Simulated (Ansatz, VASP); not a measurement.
**MgO in VASP and in Ansatz**

The input INCAR:

```
SYSTEM = MgO
  ALGO = Normal
  EDIFF = 1E-6
  ENCUT = 520
  GGA = PE
  ISIF = 2
  ISMEAR = 0
  LASPH = .TRUE.
  LCHARG = .TRUE.
  LELF = .TRUE.
  LREAL = .FALSE.
  LVHAR = .TRUE.
  LWAVE = .FALSE.
  NBANDS = 16
  NELM = 80
  PREC = Accurate
  SIGMA = 0.05
```

The input KPOINTS:

```
k-points
0
G
  9 9 6
  0 0 0
```

Contents of POSCAR:

```
MgO
1.0
    3.4509000000      0.0000000000      0.0000000000
   -1.7254500000      2.9885670659      0.0000000000
    0.0000000000      0.0000000000      4.1122000000
Mg O
2 2
Direct
    0.6666666667      0.3333333333      0.7500000000
    0.3333333333      0.6666666667      0.2500000000
    0.6666666667      0.3333333333      0.2500000000
    0.3333333333      0.6666666667      0.7500000000
```

Input for Ansatz:

```yaml
crystal:
  lattice:
    - [3.4509, 0.0, 0.0]
    - [-1.72545, 2.9885670659, 0.0]
    - [0.0, 0.0, 4.1122]
  atoms:
    - { symbol: Mg, position: [0.6666666667, 0.3333333333, 0.75] }
    - { symbol: Mg, position: [0.3333333333, 0.6666666667, 0.25] }
    - { symbol: O, position: [0.6666666667, 0.3333333333, 0.25] }
    - { symbol: O, position: [0.3333333333, 0.6666666667, 0.75] }
basis:
  ecutwfc: 520.0
kpoints:
  mp_grid: { grid: [9, 9, 6] }
hamiltonian:
  xc: pbe
  pseudopotentials: { kind: paw, azcp: { folder: soft_1 } }
scf:
  occupations: { method: gaussian, width: 0.05 }
output:
  forces: true
  stress: true
  eigenvalues: true
```

Alike in both runs: task single point; functional PBE; k mesh 9 × 9 × 6; occupations gaussian, width 0.05 eV; no spin polarisation.

```csv
,VASP,Ansatz
version,VASP 6.6.1,Ansatz 0.2.0
potentials or method,"VASP PAW PBE potentials, release 64 (Mg, O), cutoff 520 eV","scalar-relativistic, plane waves, PAW"
valence electrons in the cell,16,32
```

Ansatz gave:

```
gap on the k mesh at the Fermi level (eV)                     : 3.65
least direct gap on the mesh (eV)                             : 3.65
pressure (GPa)                                                : 10.2
traceless stress, the component that is largest in VASP (GPa) : 1.94
```

Question: What did VASP give for the same quantities?

Answer: gap on the k mesh at the Fermi level (eV): 3.63; least direct gap on the mesh (eV): 3.63; pressure (GPa): 9.7; traceless stress, the component that is largest in VASP (GPa): 1.82.

The functional is the same, so the differences come from potentials, cutoffs and numerics. VASP's potentials hold 16 valence electrons a cell and Ansatz's 32, so a difference there can come from the potentials and not from the codes.
